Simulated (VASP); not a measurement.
A run of VASP 6.6.1:

INCAR

```
PREC = Accurate ; ENCUT = 520
EDIFF = 1E-7 ; ISMEAR = 0
SIGMA = 0.1 ; LREAL = F
LASPH = T ; NELM = 80
ALGO = Fast ; ISIF = 2
LWAVE = F ; LCHARG = F
LDIPOL = T ; IDIPOL = 3
DIPOL = 0.5 0.5 0.500 ; GGA = PE
NBANDS = 62
```

The input KPOINTS:

```
Automatic mesh
0
Gamma
  13 9 1
```

The input POSCAR:

```
Ga
1.0
    2.8080461736      0.0000000000      0.0000000000
   -1.4040230868      4.0297821342      0.0000000000
    0.0000000000      0.0000000000     26.8512042258
Ga
8
Direct
    0.2904614800      0.2617837015      0.2882445703
    1.0177054325      0.7260578755      0.3461320295
    0.2853966692      0.2660754450      0.4052988570
    0.0177135454      0.7305505105      0.4677564950
    0.2986121418      0.2694494961      0.5322434979
    0.0309290683      0.7339245600      0.5947011443
    0.2986202966      0.2739421192      0.6538679760
    0.0258641972      0.7382162922      0.7117554300
```

Potentials or basis: VASP PAW PBE potentials, release 64 (Ga_d).

The run is started by

```console
$ cat potpaw_PBE.64/Ga_d/POTCAR > POTCAR
$ mpirun -np 1 vasp_std > vasp.out
```

Hardware: 1 thread of Oxide Virtual Turin-like Processor (shared host).

Problem. Estimate the wall time of this run.

Solution. It took 47 min on 1 thread of Oxide Virtual Turin-like Processor, with other jobs on the host, peak memory 0.82 GiB. Counts: scf iterations 23, k points 59.
